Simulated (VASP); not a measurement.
## GaAs (zinc blende type): single point with PBE

GaAs (zinc blende type):

```xyz
2
Lattice="0.0000 2.8750 2.8750 2.8750 0.0000 2.8750 2.8750 2.8750 0.0000" Properties=species:S:1:pos:R:3 pbc="T T T"
Ga    0.0000    0.0000    0.0000
As    1.4375    1.4375    1.4375
```

```
Program                : VASP 6.6.1
Task                   : single point
Functional             : PBE
Potentials or basis    : VASP PAW PBE potentials, release 64 (Ga_d, As)
Cutoff                 : 520 eV
k mesh                 : 6 × 6 × 6
Occupations            : fermi-dirac, width 0.02 eV
Spin                   : no spin polarisation
Dipole correction      : no
Further INCAR settings : ALGO = Normal; EDIFF = 1e-06; NBANDS = 16
```

```
Pressure               : 0.0 GPa
Band gap on the k mesh : 0.14 eV, direct
```

Levels at points of the mesh, in eV from the valence-band top:
| k point | band 7 | band 8 | band 9 | band 10 | band 11 | band 12 |
| --- | --- | --- | --- | --- | --- | --- |
| (0.00, 0.00, 0.00) | 0.00 | 0.00 | 0.00 | 0.14 | 3.71 | 3.71 |
| (0.50, 0.00, 0.00) | -6.38 | -1.07 | -1.07 | 0.86 | 4.61 | 4.61 |
| (0.50, 0.50, 0.00) | -6.59 | -2.51 | -2.51 | 1.55 | 1.67 | 9.76 |

Wall time 20 s on 1 thread of AMD EPYC 7R43 64-Core Processor (Zen 3) (shared host), peak memory 0.13 GiB.
